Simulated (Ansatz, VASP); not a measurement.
**PbSe in VASP and in Ansatz**

The input INCAR:

```
PREC = Accurate
ENCUT = 520
EDIFF = 1E-7
ISMEAR = -1
SIGMA = 0.05
LREAL = False
LASPH = True
NELM = 80
ALGO = Normal
ISIF = 2
LWAVE = False
LCHARG = False
GGA = RP
NBANDS = 17
```

File KPOINTS:

```
Automatic mesh
0
Gamma
  8 8 8
```

Contents of POSCAR:

```
PbSe
1.0
    0.0000000000      3.0809197960      3.0809197960
    3.0809197960      0.0000000000      3.0809197960
    3.0809197960      3.0809197960      0.0000000000
Pb Se
1 1
Direct
    0.0000000000      0.0000000000      0.0000000000
    0.5000000000      0.5000000000      0.5000000000
```

File input.yaml:

```yaml
crystal:
  lattice:
    - [0.0, 3.080919796, 3.080919796]
    - [3.080919796, 0.0, 3.080919796]
    - [3.080919796, 3.080919796, 0.0]
  atoms:
    - { symbol: Pb, position: [0.0, 0.0, 0.0] }
    - { symbol: Se, position: [0.5, 0.5, 0.5] }
hamiltonian:
  xc: rpbe
  pseudopotentials: { kind: paw }
kpoints:
  mp_grid: { grid: [8, 8, 8] }
scf:
  occupations: { method: fermi_dirac, width: 0.05 }
output:
  forces: true
  stress: true
  eigenvalues: true
```

Alike in both runs: task single point; functional RPBE; k mesh 8 × 8 × 8; occupations fermi-dirac, width 0.05 eV; no spin polarisation.

```csv
,VASP,Ansatz
version,VASP 6.6.1,Ansatz 0.2.0
potentials or method,"VASP PAW PBE potentials, release 64 (Pb_d, Se)",Ansatz PAW
plane-wave cutoff (eV),520,420
valence electrons in the cell,20,30
```

|  | VASP | Ansatz | Ansatz less VASP |
| --- | --- | --- | --- |
| gap on the k mesh at the Fermi level (eV) | 0.44 | 0.44 | -0.006 |
| least direct gap on the mesh (eV) | 0.44 | 0.44 | -0.006 |
| pressure (GPa) | 3.1 | 3.1 | +0.02 |

VASP's potentials were made for PBE, not for RPBE. VASP's potentials hold 20 valence electrons a cell and Ansatz's 30, so a difference there can come from the potentials and not from the codes.

Spin-orbit coupling is off throughout.
